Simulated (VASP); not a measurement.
# ZnSi2Pb2 (I4/mmm) in VASP: notebook

The runs below take ZnSi2Pb2 through single point, with PBE.

Program: VASP 6.6.1. These are calculated values, not measurements. Logs are shortened: lines on timing, memory, paths and dates and some standing lists are left out, and cuts for length are marked.

### Step 1. The cell of the first run

Symmetry: I4/mmm, No. 139, tetragonal system. Conventional cell: a = 4.288 Å, b = 4.288 Å, c = 11.250 Å, α = 90.00°, β = 90.00°, γ = 90.00°. Zn (site symmetry 4/mmm) has 10 Pb at 3.35 to 4.21 Å and 8 Si at 3.54 Å and 4 Zn at 4.29 Å within 4.4 Å. Within 3.4 Å of Si (site symmetry -4m2) lie 4 Pb at 2.56 Å and 4 Si at 3.03 Å. Pb (site symmetry 4mm) has 4 Si at 2.56 Å and 1 Pb at 2.84 Å and 4 Zn at 3.35 Å within 3.4 Å.

### Step 2. Single point, PBE

Contents of INCAR:

```
ALGO = Fast
EDIFF = 1E-6
ENCUT = 520
GGA = PE
ISIF = 2
ISMEAR = 0
LASPH = True
LCHARG = False
LREAL = False
LWAVE = False
NBANDS = 32
NELM = 60
PREC = Accurate
SIGMA = 0.1
```

Contents of KPOINTS:

```
k-points
0
Gamma
  6 6 6
```

Contents of POSCAR:

```
ZnSi2Pb2
1.0
   -2.1439159747      2.1439159747      5.6251260723
    2.1439159747     -2.1439159747      5.6251260723
    2.1439159747      2.1439159747     -5.6251260723
Zn Si Pb
1 2 2
Direct
    0.0000000000      0.0000000000      0.0000000000
    0.2500000000      0.7500000000      0.5000000000
    0.7500000000      0.2500000000      0.5000000000
    0.6260000000      0.6260000000      0.0000000000
    0.3740000000      0.3740000000      0.0000000000
```

Potentials or basis: VASP PAW PBE potentials, release 64 (Zn, Si, Pb_d).

The run is started by

```sh
> cat potpaw_PBE.64/Zn/POTCAR potpaw_PBE.64/Si/POTCAR potpaw_PBE.64/Pb_d/POTCAR > POTCAR
> mpirun -np 1 vasp_std > vasp.out
```

OUTCAR:

```text
EDIFF = 1E-6
   ENCUT = 520
   GGA = PE
   ISIF = 2
   ISMEAR = 0
   LASPH = True
   LREAL = False
   NELM = 60
   PREC = Accurate

 ion  position               nearest neighbor table
   1  0.000  0.000  0.000-   4 3.35   4 3.35   4 3.35   5 3.35   4 3.35   5 3.35   5 3.35   5 3.35

   2  0.250  0.750  0.500-   5 2.56   4 2.56   5 2.56   4 2.56   3 3.03   3 3.03   3 3.03   3 3.03

   3  0.750  0.250  0.500-   5 2.56   4 2.56   5 2.56   4 2.56   2 3.03   2 3.03   2 3.03   2 3.03

   4  0.626  0.626  0.000-   2 2.56   3 2.56   2 2.56   3 2.56   5 2.84   1 3.35   1 3.35   1 3.35
                             1 3.35   5 4.12   5 4.12   5 4.12   5 4.12
   5  0.374  0.374  0.000-   2 2.56   3 2.56   2 2.56   3 2.56   4 2.84   1 3.35   1 3.35   1 3.35
                             1 3.35   4 4.12   4 4.12   4 4.12   4 4.12

  LATTYP: Found a body centered tetragonal cell.
 ALAT       =     4.2878319494
 C/A-ratio  =     2.6237623763

  Lattice vectors:

 A1 = (  -2.1439159747,   2.1439159747,   5.6251260723)
 A2 = (   2.1439159747,  -2.1439159747,   5.6251260723)
 A3 = (   2.1439159747,   2.1439159747,  -5.6251260723)

Analysis of symmetry for initial positions (statically):
=====================================================================
 Subroutine PRICEL returns:
 Original cell was already a primitive cell.

 Routine SETGRP: Setting up the symmetry group for a
 body centered tetragonal supercell.

 Subroutine GETGRP returns: Found 16 space group operations
 (whereof 16 operations were pure point group operations)
 out of a pool of 16 trial point group operations.

The static configuration has the point symmetry D_4h.

Analysis of symmetry for dynamics (positions and initial velocities):
=====================================================================
 Subroutine PRICEL returns:
 Original cell was already a primitive cell.

 Routine SETGRP: Setting up the symmetry group for a
 body centered tetragonal supercell.

 Subroutine GETGRP returns: Found 16 space group operations
 (whereof 16 operations were pure point group operations)
 out of a pool of 16 trial point group operations.

The dynamic configuration has the point symmetry D_4h.

 Subroutine INISYM returns: Found 16 space group operations
 (whereof 16 operations are pure point group operations),
 and found     1 'primitive' translations

----------------------------------------------------------------------------------------

                                     Primitive cell

  volume of cell :     103.4208

  direct lattice vectors                    reciprocal lattice vectors
    -2.143915975  2.143915975  5.625126072     0.000000000  0.233218095  0.088886897
     2.143915975 -2.143915975  5.625126072     0.233218095  0.000000000  0.088886897
     2.143915975  2.143915975 -5.625126072     0.233218095  0.233218095  0.000000000

  length of vectors
     6.390210853  6.390210853  6.390210853     0.249582773  0.249582773  0.329820193

  position of ions in fractional coordinates (direct lattice)
     0.000000000  0.000000000  0.000000000
     0.250000000  0.750000000  0.500000000
     0.750000000  0.250000000  0.500000000
     0.626000000  0.626000000  0.000000000
     0.374000000  0.374000000  0.000000000

  ion indices of the primitive-cell ions
   primitive index   ion index
                 1           1
                 2           2
                 3           3
                 4           4
                 5           5

----------------------------------------------------------------------------------------

 KPOINTS: k-points

Automatic generation of k-mesh.
 Grid dimensions read from file:
 generate k-points for:    6    6    6

 Generating k-lattice:

  Cartesian coordinates                     Fractional coordinates (reciprocal lattice)
     0.000000000  0.038869683  0.014814483     0.166666667  0.000000000  0.000000000
     0.038869683  0.000000000  0.014814483     0.000000000  0.166666667  0.000000000
     0.038869683  0.038869683  0.000000000     0.000000000  0.000000000  0.166666667

  Length of vectors
     0.041597129  0.041597129  0.054970032

  Shift w.r.t. Gamma in fractional coordinates (k-lattice)
     0.000000000  0.000000000  0.000000000

 Subroutine IBZKPT returns following result:
 ===========================================

 Found     30 irreducible k-points:

 Following reciprocal coordinates:
            Coordinates               Weight
  0.000000  0.000000  0.000000      1.000000
  0.166667  0.000000 -0.000000      8.000000
  0.333333  0.000000 -0.000000      8.000000
  0.500000  0.000000 -0.000000      4.000000
  0.166667  0.166667 -0.000000      8.000000
  0.333333  0.166667 -0.000000     16.000000
[... 16 lines left out ...]
 -0.333333 -0.333333  0.166667      8.000000
 -0.166667 -0.333333  0.166667      8.000000
 [... further k-points ...]
   k-points           NKPTS =     30   k-points in BZ     NKDIM =     30   number of bands    NBANDS=     32
   number of dos      NEDOS =    301   number of ions     NIONS =      5
   total plane-waves  NPLWV = 110592
   dimension x,y,z NGX =    48 NGY =   48 NGZ =   48
   dimension x,y,z NGXF=    96 NGYF=   96 NGZF=   96
   ions per type =               1   2   2
   NGX,Y,Z   is equivalent  to a cutoff of  12.49, 12.49, 12.49 a.u.
   NGXF,Y,Z  is equivalent  to a cutoff of  24.98, 24.98, 24.98 a.u.
 SYSTEM =  unknown system
   PREC   = accura    normal or accurate (medium, high low for compatibility)
   ISTART =      0    job   : 0-new  1-cont  2-samecut
   ICHARG =      2    charge: 1-file 2-atom 10-const
   ISPIN  =      1    spin polarized calculation?
   LNONCOLLINEAR =      F non collinear calculations
   LSORBIT =      F    spin-orbit coupling
   LASPH  =      T    aspherical Exc in radial PAW
   ENCUT  =  520.0 eV  38.22 Ry    6.18 a.u.  11.88 11.88 11.88*2*pi/ulx,y,z
   NELM   =     60;   NELMIN=  2; NELMDL= -5     # of ELM steps
   EDIFF  = 0.1E-05   stopping-criterion for ELM
   LREAL  =      F    real-space projection
   EDIFFG = 0.1E-04   stopping-criterion for IOM
   NSW    =      0    number of steps for IOM
   IBRION =     -1    ionic relax: 0-MD 1-quasi-New 2-CG
   NFREE  =      0    steps in history (QN), initial steepest desc. (CG)
   ISIF   =      2    stress and relaxation
   ISYM   =      2    0-nonsym 1-usesym 2-fastsym
   POTIM  = 0.5000    time-step for ionic-motion
   TEBEG  =    0.0;   TEEND  =   0.0 temperature during run
   PSTRESS=    0.0 pullay stress
   NELECT =      48.0000    total number of electrons
   NUPDOWN=      -1.0000    fix difference up-down
   EMIN   =  10.00;   EMAX   =-10.00  energy-range for DOS
   EFERMI =   0.00;   METHOD = LEGACY
   ISMEAR =     0;   SIGMA  =   0.10  broadening in eV -4-tet -1-fermi 0-gaus
   EFERMI_NEDOS =   21; number of points for ismear=-14 and -15
   IALGO  =     68    algorithm
   IMIX   =      4    mixing-type and parameters
     AMIX     =   0.40;   BMIX     =  1.00
     AMIX_MAG =   1.60;   BMIX_MAG =  1.00
  volume/ion in A,a.u.               =      20.68       139.58
  Fermi-wavevector in a.u.,A,eV,Ry     =   1.267514  2.395254 21.858996  1.606591
  Thomas-Fermi vector in A             =   2.400658
   LORBIT       =      0    0 simple, 1 ext, 2 COOP (PROOUT), +10 PAW based schemes
   GGA     = PE    functional components
   LHFCALC =     F    Hartree Fock is set to
   AEXX    =    0.0000 exact exchange contribution
   IVDW    =     0    specifies the selected vdW correction
   LEPSILON=     F    determine dielectric tensor
   LRPA    =     F    only Hartree local field effects (RPA)
 non-spin polarized calculation
 RMM-DIIS sequential band-by-band and
 Gauss-broadening in eV      SIGMA  =   0.10
  energy-cutoff  :      520.00
  volume of cell :      103.42
 maximum number of plane-waves:      2810
   NGX = 23   NGY = 23   NGZ = 23

 number of electron      48.0000002 magnetization

 Free energy of the ion-electron system (eV)
  ---------------------------------------------------
  ext. energy  EPLUGINS =         0.00000000
  ---------------------------------------------------
  free energy    TOTEN  =       -13.61861269 eV

  energy without entropy =      -13.60536893  energy(sigma->0) =      -13.61199081

 E-fermi :   7.7004     XC(G=0): -10.6171

 val. band max:        7.5593302385   @ k =   0.5000   0.5000  -0.0000
 cond. band min:       7.7070550775   @ k =  -0.3333   0.5000   0.1667
 fundamental gap:      0.1477248390
 Fermi energy:         7.7003691544

 k-point     1 :       0.0000    0.0000    0.0000
  band No.  band energies     occupation
      1     -10.0270      2.00000
      2      -9.8271      2.00000
      3      -9.8271      2.00000
      4      -9.7969      2.00000
      5      -9.7602      2.00000
      6      -9.6577      2.00000
[... 24 lines left out ...]
     31      12.8120      0.00000
     32      14.9509      0.00000

 k-point     2 :       0.1667    0.0000   -0.0000
  band No.  band energies     occupation
      1     -10.0283      2.00000
      2      -9.8548      2.00000
      3      -9.8405      2.00000
      4      -9.7885      2.00000
      5      -9.7447      2.00000
      6      -9.6493      2.00000
[... 24 lines left out ...]
     31      14.0603      0.00000
     32      14.2753      0.00000

 k-point     3 :       0.3333    0.0000   -0.0000
  band No.  band energies     occupation
      1     -10.0312      2.00000
      2      -9.9032      2.00000
      3      -9.8627      2.00000
      4      -9.7667      2.00000
      5      -9.7155      2.00000
      6      -9.6430      2.00000
[... 24 lines left out ...]
     31      12.9874      0.00000
     32      13.7161      0.00000

 k-point     4 :       0.5000    0.0000   -0.0000
  band No.  band energies     occupation
      1     -10.0326      2.00000
      2      -9.9249      2.00000
      3      -9.8723      2.00000
      4      -9.7537      2.00000
      5      -9.7022      2.00000
      6      -9.6444      2.00000
[... 654 lines left out ...]
     31      12.5263      0.00000
     32      12.5888      0.00000

 k-point    23 :      -0.3333   -0.3333    0.1667
  band No.  band energies     occupation
      1     -10.0430      2.00000
      2      -9.9202      2.00000
      3      -9.8904      2.00000
      4      -9.7858      2.00000
      5      -9.7071      2.00000
      6      -9.6307      2.00000
[... 24 lines left out ...]
     31      12.1734      0.00000
     32      12.4533      0.00000

 k-point    24 :      -0.1667   -0.3333    0.1667
  band No.  band energies     occupation
      1     -10.0400      2.00000
      2      -9.8927      2.00000
      3      -9.8765      2.00000
      4      -9.8007      2.00000
      5      -9.7252      2.00000
      6      -9.6189      2.00000
[... 24 lines left out ...]
     31      12.8420      0.00000
     32      13.3437      0.00000

 [... further k-points ...]
[... 5 lines left out ...]
  --------------------------------------------------------------------------------------
  -------------------------------------------------------------------------------------
  Total       14.9728260     14.9728260     15.9908188      0.0000000      0.0000000     -0.0000000
  in kB      231.9565224    231.9565224    247.7270957      0.0000000      0.0000000     -0.0000000
  external PRESSURE =     237.2133801 kB  Pullay stress =       0.0000000 kB

 VOLUME and BASIS-vectors are now :
 -----------------------------------------------------------------------------
  energy-cutoff  :      520.00
  volume of cell :      103.42
      direct lattice vectors                 reciprocal lattice vectors
    -2.143915975  2.143915975  5.625126072     0.000000000  0.233218095  0.088886897
     2.143915975 -2.143915975  5.625126072     0.233218095  0.000000000  0.088886897
     2.143915975  2.143915975 -5.625126072     0.233218095  0.233218095  0.000000000

 POSITION                                       TOTAL-FORCE (eV/Angst)
 -----------------------------------------------------------------------------------
      0.00000      0.00000      0.00000        -0.000000     -0.000000      0.000000
      2.14392      0.00000      2.81256        -0.000000     -0.000000      0.000000
      0.00000      2.14392      2.81256        -0.000000     -0.000000      0.000000
      0.00000      0.00000      7.04266         0.000000      0.000000     -2.007100
      0.00000      0.00000      4.20759         0.000000      0.000000      2.007100
 -----------------------------------------------------------------------------------
    total drift:                                0.000000     -0.000000      0.000000

  FREE ENERGIE OF THE ION-ELECTRON SYSTEM (eV)
  ---------------------------------------------------
  free  energy   TOTEN  =       -13.6186126889 eV

  energy  without entropy=      -13.6053689309  energy(sigma->0) =      -13.61199081
```

It took 2.5 min on 1 thread of Oxide Virtual Turin-like, shared host; peak memory 0.33 GiB.

What came out:

| Item | Value |
| --- | --- |
| Free energy | -13.6186 eV |
| Pressure | 23.7 GPa |
| Largest force | 2.007 eV/Å |
| Band gap on the k mesh | zero (bands 24 and 25 overlap by 1.69 eV) |

Forces in eV/Å, atoms in the order of the input:
```
Zn   0.000  0.000  0.000
Si   0.000  0.000  0.000
Si   0.000  0.000  0.000
Pb   0.000  0.000 -2.007
Pb   0.000  0.000  2.007
```

Stress tensor (GPa, compression positive):
```
23.20  0.00  0.00
 0.00 23.20  0.00
 0.00  0.00 24.77
```

Caveat: the cell stands under pressure; spin-orbit coupling is left out, which moves the levels of the heavy elements; forces of over 1 eV/Å act on the atoms, so gaps and moduli don't describe the material at rest.

### Step 3. Single point, PBE

This run uses another cell than the first one, of 23.27 Å³/atom.

Contents of INCAR:

```
SYSTEM = ZnSi2Pb2
PREC = Accurate ; ENCUT = 520
EDIFF = 1E-7 ; ISMEAR = 0
SIGMA = 0.1 ; LREAL = .FALSE.
LASPH = .TRUE. ; NELM = 60
ALGO = Fast ; ISIF = 2
LWAVE = .FALSE. ; LCHARG = .FALSE.
GGA = PE ; NBANDS = 32
```

Contents of KPOINTS:

```
regular mesh
0
G
  6 6 6
  0 0 0
```

Contents of POSCAR:

```
ZnSi2Pb2
1.0
   -1.7547382898      1.7547382898      9.4452259105
    1.7547382898     -1.7547382898      9.4452259105
    1.7547382898      1.7547382898     -9.4452259105
Zn Si Pb
1 2 2
Direct
    0.0000000000      0.0000000000      0.0000000000
    0.2500000000      0.7500000000      0.5000000000
    0.7500000000      0.2500000000      0.5000000000
    0.6043668163      0.6043668163      0.0000000000
    0.3956331837      0.3956331837      0.0000000000
```

Potentials or basis: VASP PAW PBE potentials, release 64 (Zn, Si, Pb_d).

The run is started by

```sh
> cat potpaw_PBE.64/Zn/POTCAR potpaw_PBE.64/Si/POTCAR potpaw_PBE.64/Pb_d/POTCAR > POTCAR
> mpirun -np 1 vasp_std > vasp.out
```

It took 13 min on 1 thread of Oxide Virtual Turin-like, shared host; peak memory 1 GiB.

It converged, with:

| Property | Result |
| --- | --- |
| Free energy | -17.6890 eV |
| Pressure | 0.0 GPa |
| Largest force | 0.040 eV/Å |
| Band gap on the k mesh | zero (bands 24 and 25 overlap by 3.62 eV) |

Forces on the atoms (eV/Å):
```
Zn   0.000  0.000  0.000
Si   0.000  0.000  0.000
Si   0.000  0.000  0.000
Pb   0.000  0.000  0.040
Pb   0.000  0.000 -0.040
```

Stress tensor (GPa, compression positive):
```
-0.18  0.00  0.00
 0.00 -0.18  0.00
 0.00  0.00  0.25
```

Levels at points of the mesh, in eV from the Fermi level:
| k point | band 19 | band 20 | band 21 | band 22 | band 23 | band 24 | band 25 | band 26 | band 27 | band 28 |
| --- | --- | --- | --- | --- | --- | --- | --- | --- | --- | --- |
| (0.00, 0.00, 0.00) | -3.89 | -3.89 | -1.54 | -1.54 | -0.17 | 2.11 | 2.57 | 2.57 | 3.57 | 3.71 |
| (0.50, 0.00, 0.00) | -6.81 | -5.02 | -3.70 | -2.04 | -1.58 | 1.12 | 1.12 | 1.24 | 1.46 | 3.58 |
| (0.50, 0.50, 0.00) | -6.51 | -4.98 | -4.85 | -2.88 | -2.20 | -2.01 | -1.50 | -0.61 | 0.59 | 0.61 |
| (0.50, 0.50, 0.50) | -5.76 | -1.55 | -1.55 | -0.78 | -0.17 | 0.07 | 2.51 | 2.96 | 2.96 | 3.72 |

Caveat: spin-orbit coupling is left out, which moves the levels of the heavy elements.

The gap in the log of VASP goes by the Fermi energy; the results here count the filled bands.